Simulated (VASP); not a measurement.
A run of VASP 6.6.1 is set up as follows.

File INCAR:

```
ALGO = Normal ; EDIFF = 1E-6
ENCUT = 500 ; GGA = CA
GGA_COMPAT = F ; ISIF = 2
ISMEAR = 0 ; LASPH = T
LCHARG = F ; LREAL = F
LWAVE = F ; NBANDS = 11
NELM = 120 ; PREC = Accurate
SIGMA = 0.01
```

KPOINTS

```
k-points
0
Gamma
  4 4 4
```

Contents of POSCAR:

```
NaH
1.0
    0.0000000000      2.3975116422      2.3975116422
    2.3975116422      0.0000000000      2.3975116422
    2.3975116422      2.3975116422      0.0000000000
Na H
1 1
Direct
    0.0000000000      0.0000000000      0.0000000000
    0.5000000000      0.5000000000      0.5000000000
```

Potentials or basis: VASP PAW LDA potentials, release 64 (Na_pv, H).

Launch:

```console
$ cat potpaw_LDA.64/Na_pv/POTCAR potpaw_LDA.64/H/POTCAR > POTCAR
$ mpirun -np 1 vasp_std > vasp.out
```

Question: What does it give for the band gap on the k mesh?

Answer: 3.44 eV, indirect (least direct gap 4.37 eV).

Question: What does it give for the pressure?

Answer: -1.7 GPa.

Caveat: the k points lie up to 0.57 Å⁻¹ apart. A hybrid or GW would open this gap; LDA tends to underestimate it.
